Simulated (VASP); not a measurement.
Here is a VASP 6.6.1 calculation.

INCAR

```
PREC = Accurate ; ENCUT = 520
EDIFF = 1E-6 ; ISMEAR = -1
SIGMA = 0.1 ; LREAL = False
LASPH = True ; NELM = 80
ALGO = Normal ; ISIF = 2
LWAVE = False ; LCHARG = False
GGA = PS ; NBANDS = 15
```

Contents of KPOINTS:

```
regular mesh
0
Gamma
  18 18 18
```

Contents of POSCAR:

```
ZrC
1.0
    0.0000000000      2.3128447099      2.3128447099
    2.3128447099      0.0000000000      2.3128447099
    2.3128447099      2.3128447099      0.0000000000
Zr C
1 1
Direct
    0.5000000000      0.5000000000      0.5000000000
    0.0000000000      0.0000000000      0.0000000000
```

Potentials or basis: VASP PAW PBE potentials, release 64 (Zr_sv, C).

The run is started by

```sh
$ cat potpaw_PBE.64/Zr_sv/POTCAR potpaw_PBE.64/C/POTCAR > POTCAR
$ mpirun -np 1 vasp_std > vasp.out
```

**Question.** Estimate the band gap on the k mesh.

**Answer.** Zero (band 8 reaches 11.02 eV, above the bottom of band 9 at 9.68 eV).

**Question.** Estimate the pressure.

**Answer.** 7.4 GPa.

Caveat: the PAW data sets were made with another functional, which shifts forces and pressure a little.
